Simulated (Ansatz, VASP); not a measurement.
**One calculation of Pb, two programs**

```xyz
3
Lattice="3.4800 0.0000 0.0000 -1.7400 3.0138 0.0000 0.0000 0.0000 20.5900" Properties=species:S:1:pos:R:3 pbc="T T T"
Pb    0.0000    2.0092    7.5000
Pb    1.7400    1.0046   10.2950
Pb    0.0000    2.0092   13.0900
```

Alike in both runs: task single point; functional PBE; k mesh 9 × 9 × 1; occupations fermi-dirac, width 0.05 eV; no spin polarisation.

```csv
,VASP,Ansatz
version,VASP 6.6.1,Ansatz 0.2.0
potentials or method,"VASP PAW PBE potentials, release 64 (Pb_d)",Ansatz PAW
plane-wave cutoff (eV),520,420
valence electrons in the cell,42,42
```

VASP gave:

| Item | Value |
| --- | --- |
| gap on the k mesh at the Fermi level (eV) | none |
| rms of the force components (eV/Å) | 0.108 |
| work function, face that differs most (eV) | 3.98 |

**Question.** Which values does Ansatz return?

**Answer.** gap on the k mesh at the Fermi level (eV): none; rms of the force components (eV/Å): 0.107; work function, face that differs most (eV): 3.98.

Atom by atom the forces differ by 0.001 eV/Å (rms over components). A gap of «none» marks a metal or a gap that the smearing closes.

Neither program's run includes spin-orbit coupling.
